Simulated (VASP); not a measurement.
Set up this calculation in VASP 6.6.1, as the native input.

- Task: single point
- Functional: PBEsol
- Potentials or basis: VASP PAW PBE potentials, release 64 (Lu)
- Cutoff: 520 eV
- k mesh: 13 × 13 × 13
- Occupations: fermi-dirac, width 0.1 eV
- Spin: no spin polarisation
- Dipole correction: no
- Further INCAR settings: ALGO = Normal; EDIFF = 1e-06; NBANDS = 18

The structure of Lu lies in POSCAR:

```
Lu
1.0
   -1.9618933332      1.9618933332      1.9618933332
    1.9618933332     -1.9618933332      1.9618933332
    1.9618933332      1.9618933332     -1.9618933332
Lu
1
Direct
    0.0000000000      0.0000000000      0.0000000000
```

This cell differs from its parent crystal: volume scaled by 1.08.

The input as run:

INCAR

```
ALGO = Normal
EDIFF = 1E-6
ENCUT = 520
GGA = PS
ISIF = 2
ISMEAR = -1
LASPH = T
LCHARG = F
LREAL = F
LWAVE = F
NBANDS = 18
NELM = 60
PREC = Accurate
SIGMA = 0.1
```

KPOINTS

```
k-points
0
Gamma
  13 13 13
```

Potentials or basis: VASP PAW PBE potentials, release 64 (Lu).

Launch:

```bash
$ cat potpaw_PBE.64/Lu/POTCAR > POTCAR
$ mpirun -np 1 vasp_std > vasp.out
```

Results of the run:

* Pressure: -3.0 GPa

Caveat: the PAW data sets were made with another functional, which shifts forces and pressure a little.

Run time: 40 s on 1 thread of Intel Xeon 6975P-C (shared host), peak memory 0.2 GiB.
